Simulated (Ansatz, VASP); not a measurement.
# Te2Mo in VASP and in Ansatz

```
Mo Te
1.0
     3.52000    0.00000    0.00000
    -1.76000    3.04841    0.00000
     0.00000    0.00000   13.97000
Mo Te
2 4
Direct
  0.33333 0.66667 0.25000
  0.66667 0.33333 0.75000
  0.66667 0.33333 0.37982
  0.66667 0.33333 0.12018
  0.33333 0.66667 0.87982
  0.33333 0.66667 0.62018
```

Alike in both runs: functional PBE; dispersion D3(BJ); k mesh 12 × 12 × 4; occupations gaussian, width 0.02 eV; no spin polarisation.

Ansatz relaxed the structure, and its values are those at the end. VASP's run is a single point on that final structure, the one shown.

|  | VASP | Ansatz |
| --- | --- | --- |
| version | VASP 6.6.1 | Ansatz 0.2.0 |
| potentials or method | VASP PAW PBE potentials, release 64 (Mo_sv, Te) | scalar-relativistic, plane waves, PAW |
| plane-wave cutoff (eV) | 500 | 420 |
| valence electrons in the cell | 52 | 92 |

Ansatz gave:

```
gap on the k mesh at the Fermi level (eV) : 0.75
least direct gap on the mesh (eV)         : 1.05
pressure (GPa)                            : -1.3
rms of the force components (eV/Å)        : 0.000
```

Problem. Which values does VASP return?

Solution. gap on the k mesh at the Fermi level (eV): 0.75; least direct gap on the mesh (eV): 1.05; pressure (GPa): -1.3; rms of the force components (eV/Å): 0.006.

VASP's potentials hold 52 valence electrons a cell and Ansatz's 92, so a difference there can come from the potentials and not from the codes. Ansatz's warnings: stress scf threshold loose.

Spin-orbit coupling is off throughout.
